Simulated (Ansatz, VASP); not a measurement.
Given: the input of a run of Ansatz 0.2.0 on Al2O3.

Contents of input.yaml:

```yaml
crystal:
  lattice:
    - [3.017482544, 0.0, 0.0]
    - [-1.508741272, 2.6132165386, 0.0]
    - [0.0, 0.0, 7.5746360022]
  atoms:
    - { symbol: Al, position: [0.0, 0.0, 0.722049] }
    - { symbol: Al, position: [0.0, 0.0, 0.277951] }
    - { symbol: O, position: [0.0, 0.0, 0.5] }
    - { symbol: O, position: [0.6666666667, 0.3333333333, 0.800546] }
    - { symbol: O, position: [0.3333333333, 0.6666666667, 0.199454] }
kpoints:
  mp_grid: { grid: [10, 10, 4] }
scf:
  occupations: { method: fermi_dirac, width: 0.05 }
hamiltonian:
  xc: pbesol
  pseudopotentials: { kind: all_electron, lapw: { basis_error: 0.002 } }
output:
  forces: true
  stress: true
  eigenvalues: true
```

Potentials or basis: all-electron LAPW, scalar-relativistic.

Launch:

```sh
$ ansatz run input.yaml --threads 4 --pin off --max-ram 12288MiB --backend cpu --events-out ev --progress --plain --runs-dir out
```

Q: Set up the same calculation for VASP 6.6.1. Potentials there: VASP PAW PBE potentials, release 64 (Al, O).

A: As run (the cutoff follows the program's own potentials):

File INCAR:

```
SYSTEM = Al2O3
PREC = Accurate
ENCUT = 520
EDIFF = 1E-6
ISMEAR = -1
SIGMA = 0.05
LREAL = .FALSE.
LASPH = .TRUE.
NELM = 100
ALGO = Normal
ISIF = 2
LWAVE = .FALSE.
LCHARG = .TRUE.
GGA = PS
LELF = .TRUE.
LVHAR = .TRUE.
NBANDS = 20
```

File KPOINTS:

```
regular mesh
0
G
  10 10 4
  0 0 0
```

POSCAR

```
Al2O3
1.0
    3.0174825440      0.0000000000      0.0000000000
   -1.5087412720      2.6132165386      0.0000000000
    0.0000000000      0.0000000000      7.5746360022
Al O
2 3
Direct
    0.0000000000      0.0000000000      0.7220490000
    0.0000000000      0.0000000000      0.2779510000
    0.0000000000      0.0000000000      0.5000000000
    0.6666666667      0.3333333333      0.8005460000
    0.3333333333      0.6666666667      0.1994540000
```

Potentials or basis: VASP PAW PBE potentials, release 64 (Al, O).

Launch:

```bash
$ cat potpaw_PBE.64/Al/POTCAR potpaw_PBE.64/O/POTCAR > POTCAR
$ mpirun -np 1 vasp_std > vasp.out
```

Both were run:

|  | VASP | Ansatz | Ansatz less VASP |
| --- | --- | --- | --- |
| gap on the k mesh at the Fermi level (eV) | 2.19 | 2.24 | +0.042 |
| least direct gap on the mesh (eV) | 2.19 | 2.24 | +0.042 |
| pressure (GPa) | -3.5 | -3.7 | -0.22 |
| traceless stress, the component that is largest in VASP (GPa) | 0.87 | 0.57 | -0.302 |
| rms of the force components (eV/Å) | 0.076 | 0.092 | +0.0153 |

VASP's potentials were made for PBE, not for PBEsol. Atom by atom the forces differ by 0.020 eV/Å (rms over components). Ansatz ran all-electron here, and VASP with PAW potentials.
